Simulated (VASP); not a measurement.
**BAs: single point with PBE**

BAs:

```
CELL_PARAMETERS angstrom
0.00000 2.40963 2.40963
2.40963 0.00000 2.40963
2.40963 2.40963 0.00000
ATOMIC_POSITIONS crystal
B 0.25000 0.25000 0.25000
As 0.00000 0.00000 0.00000
```

```json
{
  "Program": "VASP 6.6.1",
  "Task": "single point",
  "Functional": "PBE",
  "Potentials or basis": "VASP PAW PBE potentials, release 64 (B, As)",
  "Cutoff": "500 eV",
  "k mesh": "2 × 2 × 2, shifted",
  "Occupations": "gaussian, width 0.1 eV",
  "Spin": "no spin polarisation",
  "Dipole correction": "no",
  "Further INCAR settings": "ALGO = Normal; EDIFF = 1e-06; NBANDS = 11; ISYM = 0"
}
```

The pressure is -2.5 GPa. The band gap on the k mesh is 3.59 eV, indirect (least direct gap 4.30 eV).

Levels at points of the mesh, in eV from the valence-band top:
```
           k point  band 1  band 2  band 3  band 4  band 5  band 6  band 7  band 8  band 9
(0.25, 0.25, 0.00)  -11.92   -2.17   -0.71   -0.71    3.59    6.39    9.17    9.17   11.98
```

Run time: 3.7 s on 1 thread of Intel(R) Xeon(R) 6975P-C (Granite Rapids) (shared host), peak memory 0.15 GiB.

Caveat: the k points lie up to 1.13 Å⁻¹ apart. A k mesh can miss the band edges.
